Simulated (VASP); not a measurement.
# B15HN16 (a cell with a defect) in VASP: a series of runs, part 3 of 3

VASP 6.6.1. The steps go on from the part before.

### 4 Single point, PBE, collinear spin

The input, INCAR:

```
SYSTEM = B15HN16
PREC = Accurate
ENCUT = 520
EDIFF = 1E-6
ISMEAR = -1
SIGMA = 0.01
LREAL = Auto
LASPH = .TRUE.
NELM = 200
ALGO = Normal
ISIF = 2
LWAVE = .FALSE.
LCHARG = .FALSE.
ISPIN = 2
MAGMOM = 0 0 0 0 0 0 0.01 0 0 -0.01 -0.01 0 0.01 -0.01 0.01 0.01 0.05 0.04 0.05 0.05 0.33 0.33 0.05 0.04 0.33 0.04 0.01 0.05 0.05 0.01 0.01 0
LORBIT = 11
NUPDOWN = 2.0
GGA = PE
NBANDS = 89
GGA_COMPAT = .FALSE.
ISYM = -1
```

The input, KPOINTS:

```
explicit points
1
Reciprocal
  0.25000000   0.25000000   0.25000000 1
```

The input, POSCAR:

```
B15HN16
1.0
   -3.6241103844      3.6241103844     -3.6241103844
    3.6241103844      3.6241103844      3.6241103844
    3.6241103844     -3.6241103844     -3.6241103844
B N H
15 16 1
Direct
   -0.0023673584     -0.0018502984     -0.0037555437
    0.0028363114      0.2522140979      0.7505234420
    0.0028989718      0.5011505711      0.5015703671
   -0.0023160251      0.7468348519      0.2475377295
    0.2517294757      0.0032847656      0.7504819626
    0.2517207409      0.5011765828      0.2527544211
    0.2511741733      0.7509238763      0.0002937257
    0.5006494634      0.0033256784      0.5015967096
    0.5007062309      0.2522459728      0.2527085349
    0.5000524285      0.5005894599      0.0001289906
    0.5000539688      0.7507772684      0.7499072917
    0.7463807383     -0.0018611922      0.2474749586
    0.7504597036      0.2516574637      0.0002889658
    0.7502990905      0.5006607275      0.7499570553
    0.7504233566      0.7508801927      0.5010385555
   -0.0159775654     -0.0155028435      0.2338922916
    0.0003908317      0.2512441909      0.0032754806
    0.0048457501      0.5027687735      0.7521337491
    0.0003793716      0.7538908192      0.5005761104
    0.2507414441      0.0009045064      0.0033154836
    0.2529006506      0.2533453402      0.7769340707
    0.2529389456      0.5274340380      0.5027657432
    0.2507478746      0.7539273681      0.2502131607
    0.5023288284      0.0053827625      0.7521731348
    0.5271655170      0.2534265406      0.5028078628
    0.5023210200      0.5028326481      0.2547338829
    0.4991059286      0.7505051902     -0.0001270201
    0.7534128451      0.0008686099      0.5005789623
    0.7534334209      0.2512431198      0.2502313891
    0.7500085790      0.4996071771     -0.0001255409
    0.7499996049      0.7505291037      0.7489817856
    0.1474754369      0.1480057832      0.3975823116
```

Potentials or basis: VASP PAW PBE potentials, release 64 (B, N, H).

Command:

```console
cat potpaw_PBE.64/B/POTCAR potpaw_PBE.64/N/POTCAR potpaw_PBE.64/H/POTCAR > POTCAR
mpirun -np 1 vasp_std > vasp.out
```

OUTCAR:

```text
SYSTEM = B15HN16
   PREC = Accurate
   ENCUT = 520
   EDIFF = 1E-6
   ISMEAR = -1
   LREAL = Auto
   LASPH = .TRUE.
   NELM = 200
   ISIF = 2
   ISPIN = 2
   LORBIT = 11
   NUPDOWN = 2.0
   GGA = PE
   ISYM = -1

 ion  position               nearest neighbor table
   1  0.998  0.998  0.996-  16 1.55  31 1.55  17 1.57  20 1.57
   2  0.003  0.252  0.751-  21 1.52  18 1.57  28 1.57  17 1.59
   3  0.003  0.501  0.502-  22 1.52  18 1.57  29 1.57  19 1.59
   4  0.998  0.747  0.248-  16 1.55  30 1.55  19 1.57  23 1.57
   5  0.252  0.003  0.750-  21 1.52  24 1.57  19 1.57  20 1.59
   6  0.252  0.501  0.253-  22 1.52  26 1.57  17 1.57  23 1.59
[... 12 lines left out ...]
  19  0.000  0.754  0.501-  15 1.56   4 1.57   5 1.57   3 1.59
  20  0.251  0.001  0.003-   7 1.56   1 1.57   9 1.57   5 1.59
  21  0.253  0.253  0.777-  10 1.51   5 1.52   2 1.52
  22  0.253  0.527  0.503-  11 1.51   6 1.52   3 1.52
  23  0.251  0.754  0.250-   7 1.56   4 1.57   8 1.57   6 1.59
  24  0.502  0.005  0.752-  13 1.55   8 1.57   5 1.57  11 1.59
  25  0.527  0.253  0.503-  14 1.51   8 1.52   9 1.52
  26  0.502  0.503  0.255-  15 1.55   9 1.57   6 1.57  10 1.59
  27  0.499  0.751  1.000-  12 1.55   7 1.56  10 1.57  11 1.57
  28  0.753  0.001  0.501-  15 1.56  12 1.57   2 1.57   8 1.59
  29  0.753  0.251  0.250-  13 1.56  12 1.57   3 1.57   9 1.59
  30  0.750  0.500  1.000-   4 1.55  13 1.56  14 1.57  10 1.57
  31  0.750  0.751  0.749-   1 1.55  15 1.56  14 1.57  11 1.57
  32  0.147  0.148  0.398-  16 1.03

IMPORTANT INFORMATION: All symmetrisations will be switched off!
NOSYMM: (Re-)initialisation of all symmetry stuff for point group C_1.

----------------------------------------------------------------------------------------

                                     Primitive cell

  volume of cell :     190.3988

  direct lattice vectors                    reciprocal lattice vectors
    -3.624110384  3.624110384 -3.624110384     0.000000000  0.137964893 -0.137964893
     3.624110384  3.624110384  3.624110384     0.137964893  0.137964893  0.000000000
     3.624110384 -3.624110384 -3.624110384     0.137964893  0.000000000 -0.137964893

[... 239 lines left out ...]
 k-point     1 :       0.2500    0.2500    0.2500
  band No.  band energies     occupation
      1     -11.8333      1.00000
      2     -11.7007      1.00000
      3     -11.7001      1.00000
      4     -11.2712      1.00000
      5      -9.0039      1.00000
      6      -8.6216      1.00000
[... 67 lines left out ...]
     74      15.1821      0.00000
     75      15.1834      0.00000
 [bands above 75 left out]

------------------------ aborting loop because EDIFF is reached ----------------------------------------

  FORCE on cell =-STRESS in cart. coord.  units (eV):
  Direction    XX          YY          ZZ          XY          YZ          ZX
  --------------------------------------------------------------------------------------
  -------------------------------------------------------------------------------------
  Total        6.5159367      6.5265240      6.5081418      1.2298539     -1.2493885     -1.2404523
  in kB       54.8306249     54.9197152     54.7650321     10.3490348    -10.5134156    -10.4382190
  external PRESSURE =      54.8384574 kB  Pullay stress =       0.0000000 kB

 VOLUME and BASIS-vectors are now :
 -----------------------------------------------------------------------------
  energy-cutoff  :      520.00
  volume of cell :      190.40
      direct lattice vectors                 reciprocal lattice vectors
    -3.624110384  3.624110384 -3.624110384     0.000000000  0.137964893 -0.137964893
     3.624110384  3.624110384  3.624110384     0.137964893  0.137964893  0.000000000
     3.624110384 -3.624110384 -3.624110384     0.137964893  0.000000000 -0.137964893

 POSITION                                       TOTAL-FORCE (eV/Angst)
 -----------------------------------------------------------------------------------
      3.61237      3.62244     -3.60863        -0.002977      0.012292     -0.002053
      3.62375     -1.79565     -1.81621        -0.003312     -0.006891      0.005977
      3.62347      0.00898     -0.01203         0.000580     -0.012041      0.005218
     -0.01200      5.42522     -1.80621        -0.002607     -0.002499      0.006777
      1.81944     -1.79563     -3.62022         0.004559     -0.006289     -0.000132
      1.82007      1.81257     -0.01195        -0.016129      0.003865      0.004964
[... 24 lines left out ...]
      2.71631      2.72369     -2.71247        -0.004574     -0.000088     -0.000047
      1.44280     -0.37003     -1.43896        -0.015972     -0.007193      0.015760
 -----------------------------------------------------------------------------------
    total drift:                               -0.006955     -0.010545      0.002597

  FREE ENERGIE OF THE ION-ELECTRON SYSTEM (eV)
  ---------------------------------------------------
  free  energy   TOTEN  =      -269.2907716973 eV

  energy  without entropy=     -269.2907716973  energy(sigma->0) =     -269.29077170

 total charge

# of ion       s       p       d       tot
------------------------------------------
    1        0.676   1.376   0.000   2.052
    2        0.675   1.369   0.000   2.044
    3        0.675   1.369   0.000   2.044
    4        0.676   1.376   0.000   2.052
    5        0.675   1.369   0.000   2.044
    6        0.675   1.369   0.000   2.044
[... 24 lines left out ...]
   31        1.210   2.771   0.000   3.981
   32        0.621   0.099   0.000   0.720
--------------------------------------------------
tot         30.242  64.583   0.000  94.825

 magnetization (x)

# of ion       s       p       d       tot
------------------------------------------
    1       -0.001  -0.000   0.000  -0.001
    2       -0.003  -0.005   0.000  -0.008
    3       -0.003  -0.005   0.000  -0.008
    4       -0.001  -0.000   0.000  -0.001
    5       -0.003  -0.005   0.000  -0.008
    6       -0.003  -0.005   0.000  -0.008
[... 24 lines left out ...]
   31        0.001   0.009   0.000   0.010
   32       -0.001  -0.000   0.000  -0.001
--------------------------------------------------
tot          0.043   1.480   0.000   1.522
```

OSZICAR:

```text
N       E                     dE             d eps       ncg     rms          rms(c)
DAV:   1     0.519806943861E+03    0.51981E+03   -0.66925E+04   356   0.138E+03
DAV:   2    -0.249340380298E+03   -0.76915E+03   -0.73814E+03   438   0.322E+02
DAV:   3    -0.283567651142E+03   -0.34227E+02   -0.33963E+02   448   0.678E+01
DAV:   4    -0.283945354156E+03   -0.37770E+00   -0.37658E+00   440   0.726E+00
DAV:   5    -0.283951551054E+03   -0.61969E-02   -0.61934E-02   424   0.883E-01    0.266E+01
DAV:   6    -0.270653164906E+03    0.13298E+02   -0.38116E+01   408   0.190E+01    0.128E+01
DAV:   7    -0.269485960241E+03    0.11672E+01   -0.26512E+00   416   0.585E+00    0.762E+00
DAV:   8    -0.269223331570E+03    0.26263E+00   -0.64539E-01   424   0.332E+00    0.193E+00
DAV:   9    -0.269287512327E+03   -0.64181E-01   -0.95379E-02   384   0.160E+00    0.584E-01
DAV:  10    -0.269289454404E+03   -0.19421E-02   -0.15182E-02   424   0.524E-01    0.302E-01
DAV:  11    -0.269290448470E+03   -0.99407E-03   -0.25905E-03   424   0.221E-01    0.128E-01
DAV:  12    -0.269290665813E+03   -0.21734E-03   -0.39902E-04   432   0.841E-02    0.572E-02
DAV:  13    -0.269290744536E+03   -0.78722E-04   -0.10402E-04   416   0.406E-02    0.251E-02
DAV:  14    -0.269290765699E+03   -0.21163E-04   -0.16748E-05   416   0.184E-02    0.137E-02
DAV:  15    -0.269290770469E+03   -0.47701E-05   -0.34805E-06   400   0.863E-03    0.621E-03
DAV:  16    -0.269290771496E+03   -0.10273E-05   -0.65434E-07   232   0.352E-03    0.210E-03
DAV:  17    -0.269290771697E+03   -0.20104E-06   -0.20431E-07   200   0.174E-03
   1 F= -.26929077E+03 E0= -.26929077E+03  d E =-.254473E-12  mag=     2.0000
```

stdout:

```text
POSCAR found type information on POSCAR B N H
 POSCAR found :  3 types and      32 ions
 scaLAPACK will be used
 LDA part: xc-table for (Slater+PW92), standard interpolation
 POSCAR, INCAR and KPOINTS ok, starting setup
 FFT: planning ... GRIDC
 FFT: planning ... GRID_SOFT
 FFT: planning ... GRID
 WAVECAR not read
 entering main loop
```

Wall time 2.3 min (1 thread of Intel Xeon Platinum 8259CL at 2.50GHz (Skylake/Cascade Lake), shared host); peak memory 0.39 GiB.

Results:

```yaml
Free_energy: -269.2908 eV
Pressure: 5.5 GPa
Largest_force: 0.058 eV/Å
Net_moment: 2.00 μB per cell
Site_moments: B -0.00, -0.01, +0.01 (each value once); N +0.02, +0.05, +0.04, +0.37, +0.01 (each value once); H -0.00 μB
Valence_electrons_inside_the_program's_atomic_spheres: B 2.05, 2.04, 2.06 (each value once); N 4.04, 3.96, 3.97, 3.91, 3.98 (each value once); H 0.72
```

Forces on the atoms (eV/Å):
```
B   -0.003  0.012 -0.002
B   -0.003 -0.007  0.006
B    0.001 -0.012  0.005
B   -0.003 -0.002  0.007
B    0.005 -0.006  0.000
B   -0.016  0.004  0.005
B   -0.001  0.003  0.000
B   -0.009  0.003  0.000
B   -0.004 -0.003  0.007
B   -0.004  0.014 -0.009
B    0.000 -0.003 -0.021
B    0.011 -0.011  0.001
B    0.008  0.004  0.006
B    0.009 -0.009 -0.011
B    0.005  0.008  0.005
N    0.035  0.031 -0.035
N    0.000 -0.001 -0.001
N    0.009  0.008 -0.002
N   -0.002 -0.001 -0.009
N   -0.009  0.001  0.002
N   -0.006  0.016  0.017
N   -0.001 -0.007 -0.004
N    0.005 -0.011 -0.008
N   -0.006 -0.008 -0.003
N    0.012 -0.012  0.021
N   -0.002 -0.002 -0.001
N   -0.004  0.000  0.008
N    0.001 -0.002 -0.002
N   -0.002 -0.002 -0.001
N   -0.003  0.000  0.002
N   -0.005  0.000  0.000
H   -0.016 -0.007  0.016
```

Caveat: the total moment is fixed, so each spin has its own Fermi level and the state may be an excited one.
